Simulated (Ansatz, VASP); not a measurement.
# One calculation of HfO2, two programs

```
CELL_PARAMETERS angstrom
0.00000 2.54881 2.54881
2.54881 0.00000 2.54881
2.54881 2.54881 0.00000
ATOMIC_POSITIONS crystal
Hf 0.00000 0.00000 0.00000
O 0.25000 0.25000 0.25000
O 0.75000 0.75000 0.75000
```

Alike in both runs: functional PBE; k mesh 8 × 8 × 8; no spin polarisation.

Ansatz relaxed the structure, and its values are those at the end. VASP's run is a single point on that final structure, the one shown.

|  | VASP | Ansatz |
| --- | --- | --- |
| version | VASP 6.6.1 | Ansatz 0.2.0 |
| potentials or method | VASP PAW PBE potentials, release 64 (Hf_pv, O), cutoff 520 eV | scalar-relativistic, plane waves, PAW |
| occupations | gaussian, width 0.01 eV | fixed |
| valence electrons in the cell | 22 | 38 |

Ansatz gave:

```
gap on the k mesh at the Fermi level (eV) : 3.75
least direct gap on the mesh (eV)         : 3.75
pressure (GPa)                            : 0.0
```

Problem. Estimate VASP's values.

Solution. gap on the k mesh at the Fermi level (eV): 3.76; least direct gap on the mesh (eV): 3.76; pressure (GPa): -3.6.

VASP's potentials hold 22 valence electrons a cell and Ansatz's 38, so a difference there can come from the potentials and not from the codes.

Neither program's run includes spin-orbit coupling.
